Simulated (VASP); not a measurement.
Write the native input for VASP 6.6.1 that does the following.

```yaml
Task: single point
Functional: PBE
Potentials_or_basis: VASP PAW PBE potentials, release 64 (Te, Pb_d)
Cutoff: 520 eV
k_mesh: 8 × 8 × 8
Occupations: gaussian, width 0.02 eV
Spin: no spin polarisation
Dipole_correction: no
Further_INCAR_settings: ALGO = Normal; EDIFF = 1e-06; NBANDS = 17
```

The structure of TePb lies in POSCAR:

```
TePb
1.0
    0.0000000000      3.2528560259      3.2528560259
    3.2528560259      0.0000000000      3.2528560259
    3.2528560259      3.2528560259      0.0000000000
Te Pb
1 1
Direct
    0.5000000000      0.5000000000      0.5000000000
    0.0000000000      0.0000000000      0.0000000000
```

This cell differs from its parent crystal: volume scaled by 0.97.

One way to write it, as run:

INCAR

```
PREC = Accurate
ENCUT = 520
EDIFF = 1E-6
ISMEAR = 0
SIGMA = 0.02
LREAL = False
LASPH = True
NELM = 100
ALGO = Normal
ISIF = 2
LWAVE = False
LCHARG = False
GGA = PE
NBANDS = 17
```

KPOINTS

```
Automatic mesh
0
Gamma
  8 8 8
```

Potentials or basis: VASP PAW PBE potentials, release 64 (Te, Pb_d).

Launch:

```sh
$ cat potpaw_PBE.64/Te/POTCAR potpaw_PBE.64/Pb_d/POTCAR > POTCAR
$ mpirun -np 1 vasp_std > vasp.out
```

Results of the run:

| Quantity | Value |
| --- | --- |
| Pressure | 1.1 GPa |
| Band gap on the k mesh | 0.78 eV, direct |

Caveat: spin-orbit coupling is left out, which moves the levels of the heavy elements.

Wall time 38 s on 1 thread of Intel Xeon 8259CL, with other jobs on the host, peak memory 0.22 GiB.
